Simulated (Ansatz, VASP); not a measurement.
**Ge2Sb2Te5: VASP beside Ansatz**

```
Te Sb Ge
1.0
     4.29406    0.00000    0.00000
    -2.14703    3.71877    0.00000
     0.00000    0.00000   17.10135
Te Sb Ge
5 2 2
Direct
  0.66667 0.33333 0.41989
  0.33333 0.66667 0.58011
  0.33333 0.66667 0.20154
  0.66667 0.33333 0.79846
  0.00000 0.00000 0.00000
  0.00000 0.00000 0.32007
  0.00000 0.00000 0.67993
  0.66667 0.33333 0.10290
  0.33333 0.66667 0.89711
```

Alike in both runs: functional PBEsol; k mesh 7 × 7 × 2; occupations fermi-dirac, width 0.05 eV; no spin polarisation.

|  | VASP | Ansatz |
| --- | --- | --- |
| version | VASP 6.6.1 | Ansatz 0.2.0 |
| potentials or method | VASP PAW PBE potentials, release 64 (Te, Sb, Ge_d) | Ansatz PAW |
| plane-wave cutoff (eV) | 520 | 420 |
| valence electrons in the cell | 68 | 138 |
| task | single point | band structure |

Ansatz gave:

| Property | Result |
| --- | --- |
| gap on the k mesh at the Fermi level (eV) | 0.28 |
| least direct gap on the mesh (eV) | 0.28 |
| pressure (GPa) | -2.2 |
| rms of the force components (eV/Å) | 0.047 |

Q: What did VASP give for the same quantities?

A: gap on the k mesh at the Fermi level (eV): 0.27; least direct gap on the mesh (eV): 0.27; pressure (GPa): -2.3; rms of the force components (eV/Å): 0.043.

VASP's potentials were made for PBE, not for PBEsol. Atom by atom the forces differ by 0.011 eV/Å (rms over components). The functional is the same, so the differences come from potentials, cutoffs and numerics. VASP's potentials hold 68 valence electrons a cell and Ansatz's 138, so a difference there can come from the potentials and not from the codes.

Spin-orbit coupling is off throughout.
